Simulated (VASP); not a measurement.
Wanted: the native input for a VASP 6.6.1 run.

```yaml
Task: single point
Functional: PBE
Potentials_or_basis: VASP PAW PBE potentials, release 64 (Nb_sv)
Cutoff: 520 eV
k_mesh: 7 × 7 × 7
Occupations: methfessel-paxton, width 0.1 eV
Spin: no spin polarisation
Dipole_correction: no
Further_INCAR_settings: ALGO = Normal; EDIFF = 1e-06; NBANDS = 12
```

The structure of Nb lies in POSCAR:

```
Nb
1.0
    2.5441153730      0.0000000000      0.0000000000
    0.0000000000      2.5441153730      0.0000000000
    0.0000000000      0.0000000000      2.5441153730
Nb
1
Direct
    0.0000000000      0.0000000000      0.0000000000
```

These files were run (other wordings do the same):

INCAR

```
PREC     = Accurate       # precision mode
ENCUT    = 520            # plane-wave cutoff, eV
EDIFF    = 1E-6           # SCF threshold, eV
ISMEAR   = 1              # smearing method
SIGMA    = 0.1            # smearing width, eV
LREAL    = False          # projectors in reciprocal space
LASPH    = True           # aspherical terms in the spheres
NELM     = 100            # most SCF steps
ALGO     = Normal         # electronic algorithm
ISIF     = 2              # what is computed and relaxed
LWAVE    = False          # write WAVECAR
LCHARG   = True           # write CHGCAR
GGA      = PE             # functional
LELF     = True           # ELF
LVHAR    = True         
NBANDS   = 12             # bands
```

KPOINTS

```
regular mesh
0
Gamma
  7 7 7
```

Potentials or basis: VASP PAW PBE potentials, release 64 (Nb_sv).

Launch:

```console
$ cat potpaw_PBE.64/Nb_sv/POTCAR > POTCAR
$ mpirun -np 1 vasp_std > vasp.out
```

Results of the run:

```
Pressure : 39.9 GPa
```

Run time: 6.3 s on 1 thread of Intel(R) Xeon(R) Platinum 8488C (Sapphire Rapids), with other jobs on the host, peak memory 0.11 GiB.
